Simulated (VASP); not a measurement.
# AlN (P6_3/mmc) in VASP: a series of runs

Runs on AlN. Level: PBE. Tasks: single point.

Everything below comes from runs of VASP 6.6.1. Logs are shortened: lines on timing, memory, paths and dates and some standing lists are left out, and cuts for length are marked.

### Step 1. The cell of the first run

Symmetry: P6_3/mmc, No. 194, hexagonal system. The conventional cell has a = 2.735 Å, b = 2.735 Å, c = 4.674 Å, α = 90.00°, β = 90.00°, γ = 120.00°. Al (site symmetry -3m) has 6 N at 1.96 Å and 2 Al at 2.34 Å within 2.6 Å. Within 2.6 Å of N (site symmetry -6m2) lie 6 Al at 1.96 Å.

### Step 2. Single point, PBE (volume changed by -10%)

INCAR reads:

```
ALGO = Normal
EDIFF = 1E-6
ENCUT = 520
GGA = PE
ISIF = 2
ISMEAR = 0
LASPH = True
LCHARG = False
LREAL = False
LWAVE = False
NBANDS = 16
NELM = 80
PREC = Accurate
SIGMA = 0.01
```

KPOINTS reads:

```
k-points
0
Gamma
  6 6 4
```

POSCAR reads:

```
AlN
1.0
    2.7350896076      0.0000000000      0.0000000000
   -1.3675448038      2.3686570818      0.0000000000
    0.0000000000      0.0000000000      4.6739445730
Al N
2 2
Direct
    0.0000000000      0.0000000000      0.0000000000
    0.0000000000      0.0000000000      0.5000000000
    0.3333333333      0.6666666667      0.2500000000
    0.6666666667      0.3333333333      0.7500000000
```

Potentials or basis: VASP PAW PBE potentials, release 64 (Al, N).

Started as:

```console
$ cat potpaw_PBE.64/Al/POTCAR potpaw_PBE.64/N/POTCAR > POTCAR
$ mpirun -np 1 vasp_std > vasp.out
```

OUTCAR:

```text
EDIFF = 1E-6
   ENCUT = 520
   GGA = PE
   ISIF = 2
   ISMEAR = 0
   LASPH = True
   LREAL = False
   NELM = 80
   PREC = Accurate

 ion  position               nearest neighbor table
   1  0.000  0.000  0.000-   3 1.96   4 1.96   3 1.96   4 1.96   4 1.96   3 1.96   2 2.34   2 2.34

   2  0.000  0.000  0.500-   3 1.96   4 1.96   3 1.96   4 1.96   4 1.96   3 1.96   1 2.34   1 2.34

   3  0.333  0.667  0.250-   1 1.96   2 1.96   1 1.96   2 1.96   1 1.96   2 1.96
   4  0.667  0.333  0.750-   1 1.96   2 1.96   1 1.96   2 1.96   1 1.96   2 1.96

  LATTYP: Found a hexagonal cell.
 ALAT       =     2.7350896076
 C/A-ratio  =     1.7088816981

  Lattice vectors:

 A1 = (   2.7350896076,   0.0000000000,   0.0000000000)
 A2 = (  -1.3675448038,   2.3686570818,   0.0000000000)
 A3 = (   0.0000000000,   0.0000000000,   4.6739445730)

Analysis of symmetry for initial positions (statically):
=====================================================================
 Subroutine PRICEL returns:
 Original cell was already a primitive cell.

 Routine SETGRP: Setting up the symmetry group for a
 hexagonal supercell.

 Subroutine GETGRP returns: Found 24 space group operations
 (whereof 12 operations were pure point group operations)
 out of a pool of 24 trial point group operations.

The static configuration has the point symmetry D_3d.
 The point group associated with its full space group is D_6h.

Analysis of symmetry for dynamics (positions and initial velocities):
=====================================================================
 Subroutine PRICEL returns:
 Original cell was already a primitive cell.

 Routine SETGRP: Setting up the symmetry group for a
 hexagonal supercell.

 Subroutine GETGRP returns: Found 24 space group operations
 (whereof 12 operations were pure point group operations)
 out of a pool of 24 trial point group operations.

The dynamic configuration has the point symmetry D_3d.
 The point group associated with its full space group is D_6h.

 Subroutine INISYM returns: Found 24 space group operations
 (whereof 12 operations are pure point group operations),
 and found     1 'primitive' translations

----------------------------------------------------------------------------------------

                                     Primitive cell

  volume of cell :      30.2801

  direct lattice vectors                    reciprocal lattice vectors
     2.735089608  0.000000000  0.000000000     0.365618734  0.211090075  0.000000000
    -1.367544804  2.368657082  0.000000000     0.000000000  0.422180149  0.000000000
     0.000000000  0.000000000  4.673944573     0.000000000  0.000000000  0.213952045

  length of vectors
     2.735089608  2.735089608  4.673944573     0.422180149  0.422180149  0.213952045

  position of ions in fractional coordinates (direct lattice)
     0.000000000  0.000000000  0.000000000
     0.000000000  0.000000000  0.500000000
     0.333333333  0.666666667  0.250000000
     0.666666667  0.333333333  0.750000000

  ion indices of the primitive-cell ions
   primitive index   ion index
                 1           1
                 2           2
                 3           3
                 4           4

----------------------------------------------------------------------------------------

 KPOINTS: k-points

Automatic generation of k-mesh.
 Grid dimensions read from file:
 generate k-points for:    6    6    4

 Generating k-lattice:

  Cartesian coordinates                     Fractional coordinates (reciprocal lattice)
     0.060936456  0.035181679  0.000000000     0.166666667  0.000000000  0.000000000
     0.000000000  0.070363358  0.000000000     0.000000000  0.166666667  0.000000000
     0.000000000  0.000000000  0.053488011     0.000000000  0.000000000  0.250000000

  Length of vectors
     0.070363358  0.070363358  0.053488011

  Shift w.r.t. Gamma in fractional coordinates (k-lattice)
     0.000000000  0.000000000  0.000000000

 Subroutine IBZKPT returns following result:
 ===========================================

 Found     21 irreducible k-points:

 Following reciprocal coordinates:
            Coordinates               Weight
  0.000000  0.000000  0.000000      1.000000
  0.166667  0.000000  0.000000      6.000000
  0.333333  0.000000  0.000000      6.000000
  0.500000  0.000000  0.000000      3.000000
  0.166667  0.166667  0.000000      6.000000
  0.333333  0.166667  0.000000     12.000000
[... 13 lines left out ...]
  0.333333  0.166667  0.500000     12.000000
  0.333333  0.333333  0.500000      2.000000
   k-points           NKPTS =     21   k-points in BZ     NKDIM =     21   number of bands    NBANDS=     16
   number of dos      NEDOS =    301   number of ions     NIONS =      4
   total plane-waves  NPLWV =  14400
   dimension x,y,z NGX =    20 NGY =   20 NGZ =   36
   dimension x,y,z NGXF=    40 NGYF=   40 NGZF=   72
   ions per type =               2   2
   NGX,Y,Z   is equivalent  to a cutoff of  12.16, 12.16, 12.80 a.u.
   NGXF,Y,Z  is equivalent  to a cutoff of  24.31, 24.31, 25.61 a.u.
 SYSTEM =  unknown system
   PREC   = accura    normal or accurate (medium, high low for compatibility)
   ISTART =      0    job   : 0-new  1-cont  2-samecut
   ICHARG =      2    charge: 1-file 2-atom 10-const
   ISPIN  =      1    spin polarized calculation?
   LNONCOLLINEAR =      F non collinear calculations
   LSORBIT =      F    spin-orbit coupling
   LASPH  =      T    aspherical Exc in radial PAW
   ENCUT  =  520.0 eV  38.22 Ry    6.18 a.u.   5.09  5.09  8.69*2*pi/ulx,y,z
   NELM   =     80;   NELMIN=  2; NELMDL= -5     # of ELM steps
   EDIFF  = 0.1E-05   stopping-criterion for ELM
   LREAL  =      F    real-space projection
   EDIFFG = 0.1E-04   stopping-criterion for IOM
   NSW    =      0    number of steps for IOM
   IBRION =     -1    ionic relax: 0-MD 1-quasi-New 2-CG
   NFREE  =      0    steps in history (QN), initial steepest desc. (CG)
   ISIF   =      2    stress and relaxation
   ISYM   =      2    0-nonsym 1-usesym 2-fastsym
   POTIM  = 0.5000    time-step for ionic-motion
   TEBEG  =    0.0;   TEEND  =   0.0 temperature during run
   PSTRESS=    0.0 pullay stress
   NELECT =      16.0000    total number of electrons
   NUPDOWN=      -1.0000    fix difference up-down
   EMIN   =  10.00;   EMAX   =-10.00  energy-range for DOS
   EFERMI =   0.00;   METHOD = LEGACY
   ISMEAR =     0;   SIGMA  =   0.01  broadening in eV -4-tet -1-fermi 0-gaus
   EFERMI_NEDOS =   21; number of points for ismear=-14 and -15
   IALGO  =     38    algorithm
   IMIX   =      4    mixing-type and parameters
     AMIX     =   0.40;   BMIX     =  1.00
     AMIX_MAG =   1.60;   BMIX_MAG =  1.00
  volume/ion in A,a.u.               =       7.57        51.09
  Fermi-wavevector in a.u.,A,eV,Ry     =   1.323516  2.501082 23.833237  1.751693
  Thomas-Fermi vector in A             =   2.453118
   LORBIT       =      0    0 simple, 1 ext, 2 COOP (PROOUT), +10 PAW based schemes
   GGA     = PE    functional components
   LHFCALC =     F    Hartree Fock is set to
   AEXX    =    0.0000 exact exchange contribution
   IVDW    =     0    specifies the selected vdW correction
   LEPSILON=     F    determine dielectric tensor
   LRPA    =     F    only Hartree local field effects (RPA)
 non-spin polarized calculation
 Gauss-broadening in eV      SIGMA  =   0.01
  energy-cutoff  :      520.00
  volume of cell :       30.28
 maximum number of plane-waves:       830
   NGX = 11   NGY = 11   NGZ = 17

 number of electron      15.9999998 magnetization

 Free energy of the ion-electron system (eV)
  ---------------------------------------------------
  ext. energy  EPLUGINS =         0.00000000
  ---------------------------------------------------
  free energy    TOTEN  =       -27.97700635 eV

  energy without entropy =      -27.97700635  energy(sigma->0) =      -27.97700635

 E-fermi :  11.2938     XC(G=0): -12.6782

 val. band max:       11.2316136121   @ k =   0.0000   0.0000   0.0000
 cond. band min:      16.6953840813   @ k =   0.5000   0.0000   0.0000
 fundamental gap:      5.4637704692
 Fermi energy:        11.2938216378

 k-point     1 :       0.0000    0.0000    0.0000
  band No.  band energies     occupation
      1      -7.2755      2.00000
      2      -3.9599      2.00000
      3       1.9274      2.00000
      4      10.1923      2.00000
      5      10.1923      2.00000
      6      10.6197      2.00000
[... 8 lines left out ...]
     15      25.0137      0.00000
     16      25.2165      0.00000

 k-point     2 :       0.1667    0.0000    0.0000
  band No.  band energies     occupation
      1      -6.7124      2.00000
      2      -3.5810      2.00000
      3       2.5142      2.00000
      4       7.9760      2.00000
      5       9.2811      2.00000
      6       9.6324      2.00000
[... 8 lines left out ...]
     15      24.9327      0.00000
     16      25.6492      0.00000

 k-point     3 :       0.3333    0.0000    0.0000
  band No.  band energies     occupation
      1      -5.1587      2.00000
      2      -2.7593      2.00000
      3       4.1236      2.00000
      4       4.5150      2.00000
      5       6.1642      2.00000
      6       8.7649      2.00000
[... 8 lines left out ...]
     15      24.1089      0.00000
     16      28.6989      0.00000

 k-point     4 :       0.5000    0.0000    0.0000
  band No.  band energies     occupation
      1      -3.6084      2.00000
      2      -2.7469      2.00000
      3       3.0567      2.00000
      4       4.4458      2.00000
      5       5.6789      2.00000
      6       7.8376      2.00000
[... 8 lines left out ...]
     15      24.7107      0.00000
     16      28.2749      0.00000
[... 267 lines left out ...]
 k-point    19 :       0.1667    0.1667    0.5000
  band No.  band energies     occupation
      1      -4.5688      2.00000
      2      -4.5688      2.00000
      3       5.4817      2.00000
      4       5.4817      2.00000
      5       7.6679      2.00000
      6       7.6679      2.00000
[... 8 lines left out ...]
     15      24.9326      0.00000
     16      24.9326      0.00000

 k-point    20 :       0.3333    0.1667    0.5000
  band No.  band energies     occupation
      1      -3.2010      2.00000
      2      -3.2010      2.00000
      3       3.5942      2.00000
      4       3.5942      2.00000
      5       6.8263      2.00000
      6       6.8263      2.00000
[... 8 lines left out ...]
     15      25.2464      0.00000
     16      25.2464      0.00000

 k-point    21 :       0.3333    0.3333    0.5000
  band No.  band energies     occupation
      1      -2.6354      2.00000
      2      -2.6354      2.00000
      3       4.2380      2.00000
      4       4.2380      2.00000
      5       4.6126      2.00000
      6       4.6126      2.00000
[... 8 lines left out ...]
     15      24.4129      0.00000
     16      24.4129      0.00000

------------------------ aborting loop because EDIFF is reached ----------------------------------------

  FORCE on cell =-STRESS in cart. coord.  units (eV):
  Direction    XX          YY          ZZ          XY          YZ          ZX
  --------------------------------------------------------------------------------------
  -------------------------------------------------------------------------------------
  Total        7.1895555      7.1895555      8.4966177      0.0000000      0.0000000     -0.0000000
  in kB      380.4129685    380.4129685    449.5721026      0.0000000      0.0000000     -0.0000000
  external PRESSURE =     403.4660132 kB  Pullay stress =       0.0000000 kB

 VOLUME and BASIS-vectors are now :
 -----------------------------------------------------------------------------
  energy-cutoff  :      520.00
  volume of cell :       30.28
      direct lattice vectors                 reciprocal lattice vectors
     2.735089608  0.000000000  0.000000000     0.365618734  0.211090075  0.000000000
    -1.367544804  2.368657082  0.000000000     0.000000000  0.422180149  0.000000000
     0.000000000  0.000000000  4.673944573     0.000000000  0.000000000  0.213952045

 POSITION                                       TOTAL-FORCE (eV/Angst)
 -----------------------------------------------------------------------------------
      0.00000      0.00000      0.00000        -0.000000      0.000000      0.000000
      0.00000      0.00000      2.33697        -0.000000      0.000000      0.000000
     -0.00000      1.57910      1.16849        -0.000000      0.000000      0.000000
      1.36754      0.78955      3.50546         0.000000     -0.000000     -0.000000
 -----------------------------------------------------------------------------------
    total drift:                                0.000000     -0.000000      0.000000

  FREE ENERGIE OF THE ION-ELECTRON SYSTEM (eV)
  ---------------------------------------------------
  free  energy   TOTEN  =       -27.9770063456 eV

  energy  without entropy=      -27.9770063456  energy(sigma->0) =      -27.97700635
```

It took 4.7 s on 1 thread of Intel Xeon Platinum 8559C (Emerald Rapids), shared host; peak memory 0.13 GiB.

Results:

```
Free energy            : -27.9770 eV
Pressure               : 40.3 GPa
Band gap on the k mesh : 5.46 eV, indirect (least direct gap 6.74 eV)
```

Caveat: the k points lie up to 0.44 Å⁻¹ apart. A k mesh can miss the band edges.

(Continued in part 2 of 2.)
